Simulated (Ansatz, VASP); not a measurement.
# One calculation of Os, two programs

```xyz
2
Lattice="2.9528 0.0000 0.0000 -1.4764 2.5572 0.0000 0.0000 0.0000 4.6653" Properties=species:S:1:pos:R:3 pbc="T T T"
Os    0.0000    1.7048    1.1663
Os    1.4764    0.8524    3.4990
```

Change from the starting cell: strain +0.080 along x and y, +0.080 along z, atoms carried along.

Alike in both runs: task single point; functional PBEsol; k mesh 18 × 18 × 12; occupations gaussian, width 0.15 eV; no spin polarisation.

```csv
,VASP,Ansatz
version,VASP 6.6.1,Ansatz 0.2.0
potentials or method,"VASP PAW PBE potentials, release 64 (Os), cutoff 520 eV","scalar-relativistic, plane waves, PAW"
valence electrons in the cell,16,32
```

VASP gave:

| Quantity | Value |
| --- | --- |
| gap on the k mesh at the Fermi level (eV) | none |
| pressure (GPa) | -58.0 |
| traceless stress, the component that is largest in VASP (GPa) | -2.68 |

**Question.** What did Ansatz give for the same quantities?

**Answer.** gap on the k mesh at the Fermi level (eV): none; pressure (GPa): -57.5; traceless stress, the component that is largest in VASP (GPa): -2.67.

VASP's potentials were made for PBE, not for PBEsol. A gap of «none» marks a metal or a gap that the smearing closes. Both programs put the cell under strong tension, so it lies far from rest at this level. VASP's potentials hold 16 valence electrons a cell and Ansatz's 32, so a difference there can come from the potentials and not from the codes.

Spin-orbit coupling is off throughout. Noted on VASP's run: the cell as given lies far from equilibrium.
